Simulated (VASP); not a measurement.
**Al2Ru: single point with LDA**

The system is Al2Ru.

```xyz
6
Lattice="0.0000 3.9156 4.3048 2.5255 0.0000 4.3048 2.5255 3.9156 0.0000" Properties=species:S:1:pos:R:3 pbc="T T T"
Al    1.2628    0.6179    2.1524
Al    1.2628    3.2978    2.1524
Al    2.5255    1.3399    4.3048
Al    2.5255    6.4913    4.3048
Ru    3.7883    5.8734    6.4571
Ru    2.5255    3.9156    4.3048
```

```yaml
Program: VASP 6.6.1
Task: single point
Functional: LDA
Potentials_or_basis: VASP PAW LDA potentials, release 64 (Al, Ru_pv)
Cutoff: 520 eV
k_mesh: 10 × 10 × 10
Occupations: gaussian, width 0.03 eV
Spin: no spin polarisation
```

```json
{
  "Pressure": "-8.5 GPa",
  "Largest force": "0.464 eV/Å",
  "Band gap on the k mesh": "0.38 eV (least direct gap 1.09 eV)"
}
```

Forces on the atoms (eV/Å):
```
Al   0.000 -0.464  0.000
Al   0.000  0.464  0.000
Al   0.000  0.464  0.000
Al   0.000 -0.464  0.000
Ru   0.000  0.000  0.000
Ru   0.000  0.000  0.000
```

Stress tensor (GPa, compression positive):
```
-22.86   0.00   0.00
  0.00   0.11   0.00
  0.00   0.00  -2.75
```

Levels at points of the mesh, in eV from the valence-band top:
| k point | band 18 | band 19 | band 20 | band 21 | band 22 | band 23 |
| --- | --- | --- | --- | --- | --- | --- |
| (0.00, 0.00, 0.00) | -0.82 | -0.39 | 0.00 | 1.54 | 2.45 | 2.55 |
| (0.50, 0.00, 0.00) | -1.55 | -0.75 | -0.43 | 0.65 | 1.14 | 1.95 |
| (0.50, 0.50, 0.00) | -1.34 | -0.94 | -0.94 | 2.05 | 2.05 | 3.06 |
| (0.50, 0.00, 0.50) | -1.79 | -0.98 | -0.98 | 2.29 | 2.29 | 2.40 |
| (0.00, 0.50, 0.50) | -1.93 | -0.82 | -0.82 | 0.48 | 0.48 | 4.74 |

Run time: 6.1 min on 1 thread of Intel(R) Xeon(R) Platinum 8488C (Sapphire Rapids), with other jobs on the host, peak memory 0.46 GiB.

Caveat: the stress differs along the axes, from -23 to 0 GPa. A k mesh can miss the band edges.
